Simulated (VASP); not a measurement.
Rb3Ba: single point with PBEsol

Crystal: Rb3Ba.

```xyz
4
Lattice="-2.1886 2.1886 4.4537 2.1886 -2.1886 4.4537 2.1886 2.1886 -4.4537" Properties=species:S:1:pos:R:3 pbc="T T T"
Ba    0.0000    0.0000    0.0000
Rb    0.0000    0.0000    4.4537
Rb    2.1886    0.0000    2.2268
Rb    0.0000    2.1886    2.2268
```

| Quantity | Value |
| --- | --- |
| Program | VASP 6.6.1 |
| Task | single point |
| Functional | PBEsol |
| Potentials or basis | VASP PAW PBE potentials, release 64 (Ba_sv, Rb_sv) |
| Cutoff | 520 eV |
| k mesh | 6 × 6 × 6 |
| Occupations | fermi-dirac, width 0.05 eV |
| Spin | no spin polarisation |

| Property | Result |
| --- | --- |
| Pressure | 32.0 GPa |
| Band gap on the k mesh | zero (an odd number of electrons rules out a gap without spin polarisation) |

Stress tensor (GPa, compression positive):
```
32.06  0.00  0.00
 0.00 32.06  0.00
 0.00  0.00 31.98
```

Levels at points of the mesh, in eV from the Fermi level:
| k point | band 17 | band 18 | band 19 | band 20 | band 21 | band 22 |
| --- | --- | --- | --- | --- | --- | --- |
| (0.00, 0.00, 0.00) | -2.56 | -1.38 | -1.35 | -0.64 | 0.50 | 2.28 |
| (0.50, 0.00, 0.00) | -0.23 | 0.76 | 0.77 | 0.92 | 1.55 | 1.81 |
| (0.50, 0.50, 0.00) | -1.25 | -0.81 | 1.05 | 1.63 | 2.07 | 2.40 |
| (0.50, 0.50, 0.50) | -2.92 | -2.39 | -1.47 | -1.47 | -0.14 | 0.12 |

Wall time 2.7 min on 1 thread of Oxide Virtual Turin-like Processor (shared host), peak memory 0.23 GiB.

Caveat: the cell stands under pressure; the PAW data sets were made with another functional, which shifts forces and pressure a little; spin-orbit coupling is left out, which moves the levels of the heavy elements.
